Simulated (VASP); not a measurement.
Wanted: the native input for a VASP 6.6.1 run.

```
Task                   : single point
Functional             : PBE
Potentials or basis    : VASP PAW PBE potentials, release 64 (P, As, Ga_d)
Cutoff                 : 520 eV
k mesh                 : 4 × 6 × 4
Occupations            : fermi-dirac, width 0.02 eV
Spin                   : no spin polarisation
Dipole correction      : no
Further INCAR settings : ALGO = Normal; EDIFF = 1e-07; NBANDS = 46
```

The structure of Ga4AsP3 lies in POSCAR:

```
Ga4AsP3
1.0
    6.4610979994      0.0000000000      0.0002623999
    0.0000000000      3.9246992176      0.0000000000
    0.0002783160      0.0000000000      6.7913650601
P As Ga
3 1 4
Direct
   -0.0007777400      0.0000000000      0.3305532930
    0.0011459981      0.5000000000      0.8357394281
    0.4995313305      0.5000000000      0.1676419492
    0.5019546915      0.0000000000      0.6660047215
    0.3704917653      0.0000000000      0.3259659314
    0.3708020996      0.5000000000      0.8409969041
    0.8716538007      0.5000000000      0.1666831012
    0.8851980542      0.0000000000      0.6664146715
```

The input as run:

INCAR

```
SYSTEM = Ga4AsP3
PREC     = Accurate       ! precision mode
ENCUT    = 520            ! plane-wave cutoff, eV
EDIFF    = 1E-7           ! SCF threshold, eV
ISMEAR   = -1             ! smearing method
SIGMA    = 0.02           ! smearing width, eV
LREAL    = .FALSE.        ! projectors in reciprocal space
LASPH    = .TRUE.         ! aspherical terms in the spheres
NELM     = 60             ! most SCF steps
ALGO     = Normal         ! electronic algorithm
ISIF     = 2              ! what is computed and relaxed
LWAVE    = .FALSE.        ! write WAVECAR
LCHARG   = .FALSE.        ! write CHGCAR
GGA      = PE             ! functional
NBANDS   = 46             ! bands
```

KPOINTS

```
regular mesh
0
G
  4 6 4
  0 0 0
```

Potentials or basis: VASP PAW PBE potentials, release 64 (P, As, Ga_d).

The run is started by

```sh
$ cat potpaw_PBE.64/P/POTCAR potpaw_PBE.64/As/POTCAR potpaw_PBE.64/Ga_d/POTCAR > POTCAR
$ mpirun -np 1 vasp_std > vasp.out
```

It gave:

```json
{
  "Pressure": "0.1 GPa",
  "Largest force": "0.018 eV/Å",
  "Band gap on the k mesh": "1.01 eV"
}
```

It took 5.9 min on 1 thread of Intel(R) Xeon(R) Platinum 8488C (Sapphire Rapids) (shared host), peak memory 0.42 GiB.
